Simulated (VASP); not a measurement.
A run of VASP 6.6.1 is set up as follows.

The input INCAR:

```
SYSTEM = ZnO
PREC     = Accurate       ! precision mode
ENCUT    = 520            ! plane-wave cutoff, eV
EDIFF    = 1E-6           ! SCF threshold, eV
ISMEAR   = 0              ! smearing method
SIGMA    = 0.02           ! smearing width, eV
LREAL    = .False.        ! projectors in reciprocal space
LASPH    = .True.         ! aspherical terms in the spheres
NELM     = 100            ! most SCF steps
ALGO     = Normal         ! electronic algorithm
ISIF     = 2              ! what is computed and relaxed
LWAVE    = .False.        ! write WAVECAR
LCHARG   = .False.        ! write CHGCAR
GGA      = PE             ! functional
NBANDS   = 26             ! bands
```

KPOINTS

```
regular mesh
0
Gamma
  9 9 6
  0 0 0
```

The input POSCAR:

```
ZnO
1.0
    3.3853482075      0.0000000000      0.0000000000
   -1.6926741038      2.9317975484      0.0000000000
    0.0000000000      0.0000000000      5.4641414804
Zn O
2 2
Direct
    0.3333333333      0.6666666667      0.4999685893
    0.6666666667      0.3333333333     -0.0000314107
    0.6666666667      0.3333333333      0.3790414107
    0.3333333333      0.6666666667      0.8790414107
```

Potentials or basis: VASP PAW PBE potentials, release 64 (Zn, O).

The run is started by

```sh
$ cat potpaw_PBE.64/Zn/POTCAR potpaw_PBE.64/O/POTCAR > POTCAR
$ mpirun -np 1 vasp_std > vasp.out
```

(1) Estimate the pressure.

(2) Predict the band gap on the k mesh.

## Answers

(1) -9.3 GPa.

(2) 0.58 eV, direct.
